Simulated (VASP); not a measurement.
# Hg (Pm) in VASP: single point with PBE

Aim: the single point of Hg with PBE.

All numbers are computed with VASP 6.6.1; they aren't measurements. Logs are shortened: lines on timing, memory, paths and dates and some standing lists are left out, and cuts for length are marked.

### 1 The cell of the first run

The structure is monoclinic, space group Pm (No. 6). The conventional cell has a = 4.540 Å, b = 3.870 Å, c = 4.540 Å, α = 90.00°, β = 120.00°, γ = 90.00°. Hg (site symmetry m) has 9 Hg at 2.49 to 3.36 Å within 3.4 Å. Within 4.2 Å of Hg (site symmetry m) lie 14 Hg at 3.16 to 3.87 Å. Within 3.3 Å of Hg (site symmetry m) lie 9 Hg at 2.49 to 3.26 Å.

### 2 Single point, PBE (one atom moved)

INCAR reads:

```
PREC = Accurate
ENCUT = 500
EDIFF = 1E-6
ISMEAR = 0
SIGMA = 0.1
LREAL = F
LASPH = T
NELM = 120
ALGO = Normal
ISIF = 2
LWAVE = F
LCHARG = F
GGA = PE
NBANDS = 25
GGA_COMPAT = F
```

KPOINTS reads:

```
regular mesh
0
Gamma
  9 9 10
```

POSCAR reads:

```
Hg
1.0
    4.5400020208      0.0000000000      0.0000000000
   -2.2700010104      3.9317570832      0.0000000000
    0.0000000000      0.0000000000      3.8700000000
Hg
3
Direct
    0.3663729662      0.6666666667      0.5000000000
    0.0000000000      0.0000000000      0.0000000000
    0.6666666667      0.3333333333      0.5000000000
```

Potentials or basis: VASP PAW PBE potentials, release 64 (Hg).

Started as:

```console
$ cat potpaw_PBE.64/Hg/POTCAR > POTCAR
$ mpirun -np 1 vasp_std > vasp.out
```

OUTCAR:

```text
PREC = Accurate
   ENCUT = 500
   EDIFF = 1E-6
   ISMEAR = 0
   LREAL = F
   LASPH = T
   NELM = 120
   ISIF = 2
   GGA = PE

 ion  position               nearest neighbor table
   1  0.366  0.667  0.500-   3 2.49   3 2.63   3 2.75   2 3.16   2 3.16   2 3.26   2 3.26   2 3.36
                             2 3.36
   2  0.000  0.000  0.000-   1 3.16   1 3.16   3 3.26   3 3.26   3 3.26   3 3.26   3 3.26   3 3.26
                             1 3.26   1 3.26   1 3.36   1 3.36
   3  0.667  0.333  0.500-   1 2.49   1 2.63   1 2.75   2 3.26   2 3.26   2 3.26   2 3.26   2 3.26
                             2 3.26

  LATTYP: Found a hexagonal cell.
 ALAT       =     4.5400020208
 C/A-ratio  =     0.8524225281

  Lattice vectors:

 A1 = (   4.5400020208,   0.0000000000,   0.0000000000)
 A2 = (  -2.2700010104,   3.9317570832,   0.0000000000)
 A3 = (   0.0000000000,   0.0000000000,   3.8700000000)

Analysis of symmetry for initial positions (statically):
=====================================================================
 Subroutine PRICEL returns:
 Original cell was already a primitive cell.

 Routine SETGRP: Setting up the symmetry group for a
 hexagonal supercell.

 Subroutine GETGRP returns: Found  2 space group operations
 (whereof  2 operations were pure point group operations)
 out of a pool of 24 trial point group operations.

The static configuration has the point symmetry C_1h.

Analysis of symmetry for dynamics (positions and initial velocities):
=====================================================================
 Subroutine PRICEL returns:
 Original cell was already a primitive cell.

 Routine SETGRP: Setting up the symmetry group for a
 hexagonal supercell.

 Subroutine GETGRP returns: Found  2 space group operations
 (whereof  2 operations were pure point group operations)
 out of a pool of 24 trial point group operations.

The dynamic configuration has the point symmetry C_1h.

 Subroutine INISYM returns: Found  2 space group operations
 (whereof  2 operations are pure point group operations),
 and found     1 'primitive' translations

----------------------------------------------------------------------------------------

                                     Primitive cell

  volume of cell :      69.0802

  direct lattice vectors                    reciprocal lattice vectors
     4.540002021  0.000000000  0.000000000     0.220264219  0.127169606  0.000000000
    -2.270001010  3.931757083  0.000000000     0.000000000  0.254339212  0.000000000
     0.000000000  0.000000000  3.870000000     0.000000000  0.000000000  0.258397933

  length of vectors
     4.540002021  4.540002021  3.870000000     0.254339212  0.254339212  0.258397933

  position of ions in fractional coordinates (direct lattice)
     0.366372966  0.666666667  0.500000000
     0.000000000  0.000000000  0.000000000
     0.666666667  0.333333333  0.500000000

  ion indices of the primitive-cell ions
   primitive index   ion index
                 1           1
                 2           2
                 3           3

----------------------------------------------------------------------------------------

 KPOINTS: regular mesh

Automatic generation of k-mesh.
 Grid dimensions read from file:
 generate k-points for:    9    9   10

 Generating k-lattice:

  Cartesian coordinates                     Fractional coordinates (reciprocal lattice)
     0.024473802  0.014129956  0.000000000     0.111111111  0.000000000  0.000000000
     0.000000000  0.028259912  0.000000000     0.000000000  0.111111111  0.000000000
     0.000000000  0.000000000  0.025839793     0.000000000  0.000000000  0.100000000

  Length of vectors
     0.028259912  0.028259912  0.025839793

  Shift w.r.t. Gamma in fractional coordinates (k-lattice)
     0.000000000  0.000000000  0.000000000

 Subroutine IBZKPT returns following result:
 ===========================================

 Found    246 irreducible k-points:

 Following reciprocal coordinates:
            Coordinates               Weight
  0.000000  0.000000  0.000000      1.000000
  0.111111  0.000000  0.000000      2.000000
  0.000000  0.111111  0.000000      2.000000
 -0.111111  0.111111  0.000000      2.000000
  0.222222  0.000000  0.000000      2.000000
  0.000000  0.222222  0.000000      2.000000
[... 16 lines left out ...]
  0.333333  0.111111  0.000000      2.000000
 -0.111111  0.444444  0.000000      2.000000
 [... further k-points ...]
   k-points           NKPTS =    246   k-points in BZ     NKDIM =    246   number of bands    NBANDS=     25
   number of dos      NEDOS =    301   number of ions     NIONS =      3
   total plane-waves  NPLWV =  36288
   dimension x,y,z NGX =    36 NGY =   36 NGZ =   28
   dimension x,y,z NGXF=    72 NGYF=   72 NGZF=   56
   ions per type =               3
   NGX,Y,Z   is equivalent  to a cutoff of  13.18, 13.18, 12.03 a.u.
   NGXF,Y,Z  is equivalent  to a cutoff of  26.36, 26.36, 24.06 a.u.
 SYSTEM =  unknown system
   PREC   = accura    normal or accurate (medium, high low for compatibility)
   ISTART =      0    job   : 0-new  1-cont  2-samecut
   ICHARG =      2    charge: 1-file 2-atom 10-const
   ISPIN  =      1    spin polarized calculation?
   LNONCOLLINEAR =      F non collinear calculations
   LSORBIT =      F    spin-orbit coupling
   LASPH  =      T    aspherical Exc in radial PAW
   ENCUT  =  500.0 eV  36.75 Ry    6.06 a.u.   8.28  8.28  7.06*2*pi/ulx,y,z
   NELM   =    120;   NELMIN=  2; NELMDL= -5     # of ELM steps
   EDIFF  = 0.1E-05   stopping-criterion for ELM
   LREAL  =      F    real-space projection
   EDIFFG = 0.1E-04   stopping-criterion for IOM
   NSW    =      0    number of steps for IOM
   IBRION =     -1    ionic relax: 0-MD 1-quasi-New 2-CG
   NFREE  =      0    steps in history (QN), initial steepest desc. (CG)
   ISIF   =      2    stress and relaxation
   ISYM   =      2    0-nonsym 1-usesym 2-fastsym
   POTIM  = 0.5000    time-step for ionic-motion
   TEBEG  =    0.0;   TEEND  =   0.0 temperature during run
   PSTRESS=    0.0 pullay stress
   NELECT =      36.0000    total number of electrons
   NUPDOWN=      -1.0000    fix difference up-down
   EMIN   =  10.00;   EMAX   =-10.00  energy-range for DOS
   EFERMI =   0.00;   METHOD = LEGACY
   ISMEAR =     0;   SIGMA  =   0.10  broadening in eV -4-tet -1-fermi 0-gaus
   EFERMI_NEDOS =   21; number of points for ismear=-14 and -15
   IALGO  =     38    algorithm
   IMIX   =      4    mixing-type and parameters
     AMIX     =   0.40;   BMIX     =  1.00
     AMIX_MAG =   1.60;   BMIX_MAG =  1.00
  volume/ion in A,a.u.               =      23.03       155.39
  Fermi-wavevector in a.u.,A,eV,Ry     =   1.317421  2.489564 23.614230  1.735597
  Thomas-Fermi vector in A             =   2.447463
   LORBIT       =      0    0 simple, 1 ext, 2 COOP (PROOUT), +10 PAW based schemes
   GGA     = PE    functional components
   LHFCALC =     F    Hartree Fock is set to
   AEXX    =    0.0000 exact exchange contribution
   IVDW    =     0    specifies the selected vdW correction
   LEPSILON=     F    determine dielectric tensor
   LRPA    =     F    only Hartree local field effects (RPA)
 non-spin polarized calculation
 Gauss-broadening in eV      SIGMA  =   0.10
  energy-cutoff  :      500.00
  volume of cell :       69.08
 maximum number of plane-waves:      1790
 NGX is ok and might be reduce to    36
   NGX = 17   NGY = 17   NGZ = 15

 number of electron      36.0000001 magnetization

 Free energy of the ion-electron system (eV)
  ---------------------------------------------------
  ext. energy  EPLUGINS =         0.00000000
  ---------------------------------------------------
  free energy    TOTEN  =         0.62287487 eV

  energy without entropy =        0.62838597  energy(sigma->0) =        0.62563042

 E-fermi :   3.2577     XC(G=0): -10.9175

 val. band max:        3.2511164977   @ k =   0.3333   0.1111   0.3000
 cond. band min:       3.2759300018   @ k =  -0.1111   0.4444   0.3000
 fundamental gap:      0.0248135040
 Fermi energy:         3.2576979390

 k-point     1 :       0.0000    0.0000    0.0000
  band No.  band energies     occupation
      1      -6.8911      2.00000
      2      -5.1894      2.00000
      3      -4.9127      2.00000
      4      -4.9112      2.00000
      5      -4.7464      2.00000
      6      -4.5019      2.00000
[... 17 lines left out ...]
     24      11.1872      0.00000
     25      15.6024      0.00000

 k-point     2 :       0.1111    0.0000    0.0000
  band No.  band energies     occupation
      1      -6.7723      2.00000
      2      -5.1593      2.00000
      3      -5.0098      2.00000
      4      -4.9677      2.00000
      5      -4.9195      2.00000
      6      -4.5700      2.00000
[... 17 lines left out ...]
     24      11.3992      0.00000
     25      14.8519      0.00000

 k-point     3 :       0.0000    0.1111    0.0000
  band No.  band energies     occupation
      1      -6.7637      2.00000
      2      -5.1964      2.00000
      3      -5.1052      2.00000
      4      -4.9695      2.00000
      5      -4.9434      2.00000
      6      -4.5305      2.00000
[... 17 lines left out ...]
     24      11.3819      0.00000
     25      14.8476      0.00000

 k-point     4 :      -0.1111    0.1111    0.0000
  band No.  band energies     occupation
      1      -6.7567      2.00000
      2      -5.2732      2.00000
      3      -5.0831      2.00000
      4      -4.9898      2.00000
      5      -4.9392      2.00000
      6      -4.6088      2.00000
[... 17 lines left out ...]
     24      11.3730      0.00000
     25      14.8390      0.00000
[... 477 lines left out ...]
 k-point    22 :       0.3333   -0.1111    0.0000
  band No.  band energies     occupation
      1      -6.1934      2.00000
      2      -5.6260      2.00000
      3      -5.2693      2.00000
      4      -5.0930      2.00000
      5      -4.7494      2.00000
      6      -4.7292      2.00000
[... 17 lines left out ...]
     24      12.5086      0.00000
     25      12.7763      0.00000

 k-point    23 :       0.3333    0.1111    0.0000
  band No.  band energies     occupation
      1      -5.9864      2.00000
      2      -5.7578      2.00000
      3      -5.1874      2.00000
      4      -5.1769      2.00000
      5      -4.5743      2.00000
      6      -4.4735      2.00000
[... 17 lines left out ...]
     24      11.8622      0.00000
     25      12.4671      0.00000

 k-point    24 :      -0.1111    0.4444    0.0000
  band No.  band energies     occupation
      1      -6.0876      2.00000
      2      -5.8360      2.00000
      3      -5.2659      2.00000
      4      -5.1057      2.00000
      5      -4.6715      2.00000
      6      -4.5011      2.00000
[... 17 lines left out ...]
     24      12.0075      0.00000
     25      12.4924      0.00000

 [... further k-points ...]
[... 5 lines left out ...]
  --------------------------------------------------------------------------------------
  -------------------------------------------------------------------------------------
  Total        9.0602989      8.5904262      1.9830702     -2.6899293      0.0000000      0.0000000
  in kB      210.1354963    199.2377378     45.9933444    -62.3875257      0.0000000      0.0000000
  external PRESSURE =     151.7888595 kB  Pullay stress =       0.0000000 kB

 VOLUME and BASIS-vectors are now :
 -----------------------------------------------------------------------------
  energy-cutoff  :      500.00
  volume of cell :       69.08
      direct lattice vectors                 reciprocal lattice vectors
     4.540002021  0.000000000  0.000000000     0.220264219  0.127169606  0.000000000
    -2.270001010  3.931757083  0.000000000     0.000000000  0.254339212  0.000000000
     0.000000000  0.000000000  3.870000000     0.000000000  0.000000000  0.258397933

 POSITION                                       TOTAL-FORCE (eV/Angst)
 -----------------------------------------------------------------------------------
      0.15000      2.62117      1.93500        -1.927310      0.393699      0.000000
      0.00000      0.00000      0.00000         0.147383      0.035179      0.000000
      2.27000      1.31059      1.93500         1.779927     -0.428878      0.000000
 -----------------------------------------------------------------------------------
    total drift:                               -0.000172     -0.000011     -0.000000

  FREE ENERGIE OF THE ION-ELECTRON SYSTEM (eV)
  ---------------------------------------------------
  free  energy   TOTEN  =         0.6228748676 eV

  energy  without entropy=        0.6283859715  energy(sigma->0) =        0.62563042
```

Wall time 7.8 min (1 thread of Intel Xeon 8259CL, shared host); peak memory 0.41 GiB.

Results:

```yaml
Free_energy: 0.6229 eV
Pressure: 15.2 GPa
Largest_force: 1.967 eV/Å
Band_gap_on_the_k_mesh: zero (bands 18 and 19 overlap by 5.74 eV)
```

Forces in eV/Å, atoms in the order of the input:
```
Hg  -1.927  0.394  0.000
Hg   0.147  0.035  0.000
Hg   1.780 -0.429  0.000
```

Stress tensor (GPa, compression positive):
```
21.01 -6.24  0.00
-6.24 19.92  0.00
 0.00  0.00  4.60
```

Caveat: the cell differs from its parent crystal (one atom moved); the stress differs along the axes, from 5 to 21 GPa; spin-orbit coupling is left out, which moves the levels of the heavy elements; forces of over 1 eV/Å act on the atoms, so gaps and moduli don't describe the material at rest.

The gap in the log of VASP goes by the Fermi energy; the results here count the filled bands.